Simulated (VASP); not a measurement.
# Li2AlO2 (P-3m1) in VASP: single point with PBE

Aim: the single point of Li2AlO2 with PBE.

All numbers are computed with VASP 6.6.1; they aren't measurements. Logs are shortened: lines on timing, memory, paths and dates and some standing lists are left out, and cuts for length are marked.

### 1 The cell of the first run

Symmetry: P-3m1, No. 164, trigonal system. The conventional cell has a = 2.834 Å, b = 2.834 Å, c = 7.471 Å, α = 90.00°, β = 90.00°, γ = 120.00°. Li (site symmetry 3m) has 3 O at 2.14 Å and 6 Li at 2.83 Å and 3 Al at 2.90 Å within 3.0 Å. Within 2.6 Å of Al (site symmetry -3m) lie 6 O at 1.93 Å. Within 2.7 Å of O (site symmetry 3m) lie 3 Al at 1.93 Å and 3 Li at 2.14 Å and 3 O at 2.63 Å.

### 2 Single point, PBE

POSCAR reads:

```
Li2AlO2
1.0
    2.8336467516      0.0000000000      0.0000000000
   -1.4168233758      2.4540100722      0.0000000000
    0.0000000000      0.0000000000      7.4710151375
Li Al O
2 1 2
Direct
    0.6666666667      0.3333333333      0.3211684544
    0.3333333333      0.6666666667      0.6788315456
    0.0000000000      0.0000000000      0.0000000000
    0.3333333333      0.6666666667      0.1374825410
    0.6666666667      0.3333333333      0.8625174590
```

INCAR.step1 reads:

```
  PREC = Accurate
  ENCUT = 520
  EDIFF = 1E-6
  ISMEAR = 0
  SIGMA = 0.1
  LREAL = F
  LASPH = T
  NELM = 80
  ALGO = Normal
  ISIF = 2
  LWAVE = F
  LCHARG = T
  GGA = PE
  NBANDS = 18
```

KPOINTS.step1 reads:

```
regular mesh
0
Gamma
  12 12 4
```

INCAR.step2 reads:

```
  PREC = Accurate
  ENCUT = 520
  EDIFF = 1E-6
  ISMEAR = -5
  SIGMA = 0.1
  LREAL = F
  LASPH = T
  NELM = 80
  ALGO = Normal
  ISIF = 2
  LWAVE = F
  LCHARG = F
  GGA = PE
  LORBIT = 10
  NBANDS = 18
  NEDOS = 2001
  ICHARG = 11
```

KPOINTS.step2 reads:

```
regular mesh
0
Gamma
  18 18 6
```

Potentials or basis: VASP PAW PBE potentials, release 64 (Li_sv, Al, O).

The run is started by

```console
> cat potpaw_PBE.64/Li_sv/POTCAR potpaw_PBE.64/Al/POTCAR potpaw_PBE.64/O/POTCAR > POTCAR
> cp INCAR.step1 INCAR
> cp KPOINTS.step1 KPOINTS
> mpirun -np 1 vasp_std > vasp.out
> cp INCAR.step2 INCAR
> cp KPOINTS.step2 KPOINTS
> mpirun -np 1 vasp_std > vasp.out
```

OUTCAR:

```text
PREC = Accurate
   ENCUT = 520
   EDIFF = 1E-6
   ISMEAR = -5
   LREAL = F
   LASPH = T
   NELM = 80
   ISIF = 2
   GGA = PE
   LORBIT = 10
   ICHARG = 11

 ion  position               nearest neighbor table
   1  0.667  0.333  0.321-   4 2.14   4 2.14   4 2.14   3 2.90   3 2.90   3 2.90
   2  0.333  0.667  0.679-   5 2.14   5 2.14   5 2.14   3 2.90   3 2.90   3 2.90
   3  0.000  0.000  0.000-   4 1.93   5 1.93   4 1.93   5 1.93   5 1.93   4 1.93   1 2.90   2 2.90
                             2 2.90   1 2.90   2 2.90   1 2.90
   4  0.333  0.667  0.137-   3 1.93   3 1.93   3 1.93   1 2.14   1 2.14   1 2.14
   5  0.667  0.333  0.863-   3 1.93   3 1.93   3 1.93   2 2.14   2 2.14   2 2.14

  LATTYP: Found a hexagonal cell.
 ALAT       =     2.8336467516
 C/A-ratio  =     2.6365372230

  Lattice vectors:

 A1 = (   2.8336467516,   0.0000000000,   0.0000000000)
 A2 = (  -1.4168233758,   2.4540100722,   0.0000000000)
 A3 = (   0.0000000000,   0.0000000000,   7.4710151375)

Analysis of symmetry for initial positions (statically):
=====================================================================
 Subroutine PRICEL returns:
 Original cell was already a primitive cell.

 Routine SETGRP: Setting up the symmetry group for a
 hexagonal supercell.

 Subroutine GETGRP returns: Found 12 space group operations
 (whereof 12 operations were pure point group operations)
 out of a pool of 24 trial point group operations.

The static configuration has the point symmetry D_3d.

Analysis of symmetry for dynamics (positions and initial velocities):
=====================================================================
 Subroutine PRICEL returns:
 Original cell was already a primitive cell.

 Routine SETGRP: Setting up the symmetry group for a
 hexagonal supercell.

 Subroutine GETGRP returns: Found 12 space group operations
 (whereof 12 operations were pure point group operations)
 out of a pool of 24 trial point group operations.

The dynamic configuration has the point symmetry D_3d.

 Subroutine INISYM returns: Found 12 space group operations
 (whereof 12 operations are pure point group operations),
 and found     1 'primitive' translations

----------------------------------------------------------------------------------------

                                     Primitive cell

  volume of cell :      51.9519

  direct lattice vectors                    reciprocal lattice vectors
[... 108 lines left out ...]
   EMIN   =  10.00;   EMAX   =-10.00  energy-range for DOS
   EFERMI =   0.00;   METHOD = LEGACY
   ISMEAR =    -5;   SIGMA  =   0.10  broadening in eV -4-tet -1-fermi 0-gaus
   EFERMI_NEDOS =   21; number of points for ismear=-14 and -15
   IALGO  =     38    algorithm
   IMIX   =      4    mixing-type and parameters
     AMIX     =   0.40;   BMIX     =  1.00
     AMIX_MAG =   1.60;   BMIX_MAG =  1.00
  volume/ion in A,a.u.               =      10.39        70.12
  Fermi-wavevector in a.u.,A,eV,Ry     =   1.210451  2.287422 19.935157  1.465193
  Thomas-Fermi vector in A             =   2.345998
   LORBIT       =     10    0 simple, 1 ext, 2 COOP (PROOUT), +10 PAW based schemes
   GGA     = PE    functional components
   LHFCALC =     F    Hartree Fock is set to
   AEXX    =    0.0000 exact exchange contribution
   IVDW    =     0    specifies the selected vdW correction
   LEPSILON=     F    determine dielectric tensor
   LRPA    =     F    only Hartree local field effects (RPA)
 non-spin polarized calculation
 Fermi weights with tetrahedron method with Bloechl corrections
  energy-cutoff  :      520.00
  volume of cell :       51.95
 maximum number of plane-waves:      1416
 NGX is ok and might be reduce to    24

 number of electron      21.0000001 magnetization

 Free energy of the ion-electron system (eV)
  ---------------------------------------------------
  ext. energy  EPLUGINS =         0.00000000
  ---------------------------------------------------
  free energy    TOTEN  =       -28.10065883 eV

  energy without entropy =      -28.10065883  energy(sigma->0) =      -28.10065883

 E-fermi :   6.3181     XC(G=0):  -9.7015

 val. band max:        6.3046597332   @ k =  -0.0556   0.3889   0.1667
 cond. band min:       6.3708394715   @ k =   0.3889  -0.0000   0.3333
 fundamental gap:      0.0661797383
 Fermi energy:         6.3181205691

 k-point     1 :       0.0000    0.0000    0.0000
  band No.  band energies     occupation
      1     -40.8504      2.00000
      2     -40.8436      2.00000
      3     -16.7648      2.00000
      4     -14.9109      2.00000
      5      -2.6433      2.00000
      6       0.6265      2.00000
[... 481 lines left out ...]
      5      -3.7255      2.00000
      6      -2.9479      2.00000
[... 10 lines left out ...]
     17      15.1362      0.00000
     18      16.0723      0.00000

 [... further k-points ...]

------------------------ aborting loop because EDIFF is reached ----------------------------------------

  FORCE on cell =-STRESS in cart. coord.  units (eV):
  Direction    XX          YY          ZZ          XY          YZ          ZX
  --------------------------------------------------------------------------------------
  -------------------------------------------------------------------------------------
  Total       -0.0420798     -0.0420798     -0.0494265      0.0000000      0.0000000      0.0000000
  in kB       -1.2977235     -1.2977235     -1.5242954      0.0000000      0.0000000      0.0000000
  external PRESSURE =      -1.3732475 kB  Pullay stress =       0.0000000 kB

 VOLUME and BASIS-vectors are now :
 -----------------------------------------------------------------------------
  energy-cutoff  :      520.00
  volume of cell :       51.95
      direct lattice vectors                 reciprocal lattice vectors
     2.833646752  0.000000000  0.000000000     0.352902139  0.203748145  0.000000000
    -1.416823376  2.454010072  0.000000000     0.000000000  0.407496290  0.000000000
     0.000000000  0.000000000  7.471015138     0.000000000  0.000000000  0.133850619

 POSITION                                       TOTAL-FORCE (eV/Angst)
 -----------------------------------------------------------------------------------
      1.41682      0.81800      2.39945         0.000000     -0.000000     -0.003924
     -0.00000      1.63601      5.07156        -0.000000      0.000000      0.003924
      0.00000      0.00000      0.00000        -0.000000      0.000000      0.000000
     -0.00000      1.63601      1.02713         0.000000     -0.000000     -0.006480
      1.41682      0.81800      6.44388        -0.000000      0.000000      0.006480
 -----------------------------------------------------------------------------------
    total drift:                                0.000000     -0.000000      0.000000

  FREE ENERGIE OF THE ION-ELECTRON SYSTEM (eV)
  ---------------------------------------------------
  free  energy   TOTEN  =       -28.1006588289 eV

  energy  without entropy=      -28.1006588289  energy(sigma->0) =      -28.10065883

 total charge

# of ion       s       p       d       tot
------------------------------------------
    1        2.024   0.050   0.000   2.074
    2        2.024   0.050   0.000   2.074
    3        0.312   0.396   0.000   0.707
    4        1.549   3.580   0.000   5.128
    5        1.549   3.580   0.000   5.128
--------------------------------------------------
tot          7.458   7.654   0.000  15.112
```

OSZICAR.step1:

```text
N       E                     dE             d eps       ncg     rms          rms(c)
DAV:   1     0.114022653934E+03    0.11402E+03   -0.98584E+03  2516   0.114E+03
DAV:   2    -0.184058277169E+02   -0.13243E+03   -0.12718E+03  2878   0.280E+02
DAV:   3    -0.304365805092E+02   -0.12031E+02   -0.11968E+02  4604   0.665E+01
DAV:   4    -0.306981949050E+02   -0.26161E+00   -0.26112E+00  3272   0.107E+01
DAV:   5    -0.307066217414E+02   -0.84268E-02   -0.84248E-02  3780   0.151E+00    0.977E+00
DAV:   6    -0.280838874718E+02    0.26227E+01   -0.85963E+00  2790   0.190E+01    0.331E+00
DAV:   7    -0.280943397893E+02   -0.10452E-01   -0.30604E-01  3450   0.350E+00    0.193E+00
DAV:   8    -0.280916778565E+02    0.26619E-02   -0.49930E-02  3148   0.190E+00    0.444E-01
DAV:   9    -0.280925709451E+02   -0.89309E-03   -0.11745E-02  3746   0.679E-01    0.168E-01
DAV:  10    -0.280929191581E+02   -0.34821E-03   -0.11306E-03  3232   0.238E-01    0.301E-02
DAV:  11    -0.280929272035E+02   -0.80454E-05   -0.42324E-05  3452   0.510E-02    0.591E-03
DAV:  12    -0.280929250093E+02    0.21941E-05   -0.28249E-06  3342   0.127E-02    0.176E-03
DAV:  13    -0.280929246371E+02    0.37225E-06   -0.80933E-07  2770   0.611E-03
   1 F= -.28092925E+02 E0= -.28090823E+02  d E =-.420301E-02
```

Wall time 4.6 min (1 thread of Intel Xeon 8259CL, shared host); peak memory 0.29 GiB.

What came out:

```
Valence electrons inside the program's atomic spheres : Li 2.07; Al 0.71; O 5.13
```

Caveat: the cutoff is under 1.25 times the usual one of these potentials, so pressure, stress and relaxed cells hold a basis-set (Pulay) error; an odd number of electrons without spin polarisation forces a metal; a magnetic or distorted state may lie lower.
